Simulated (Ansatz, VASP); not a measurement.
**Eu: VASP beside Ansatz**

```
Eu
1.0
    -2.19395    2.19395    2.19395
     2.19395   -2.19395    2.19395
     2.19395    2.19395   -2.19395
Eu
1
Direct
  0.00000 0.00000 0.00000
```

Alike in both runs: task single point; functional PBE; k mesh 10 × 10 × 10; occupations fermi-dirac, width 0.3 eV; collinear spin.

|  | VASP | Ansatz |
| --- | --- | --- |
| version | VASP 6.6.1 | Ansatz 0.2.0 |
| potentials or method | VASP PAW PBE potentials, release 64 (Eu), cutoff 520 eV | plane waves (420 eV) with PAW, scalar-relativistic |
| valence electrons in the cell | 17 | 17 |

|  | VASP | Ansatz | Ansatz less VASP |
| --- | --- | --- | --- |
| pressure (GPa) | -0.1 | 0.1 | +0.19 |
| net moment per atom (μB) | 7.32 | 7.33 | +0.013 |
| size of the moment on the site where the two differ most (μB) | 6.63 | 7.01 | +0.379 |

Site moments also hang on the region over which each program counts them.

Neither program's run includes spin-orbit coupling.
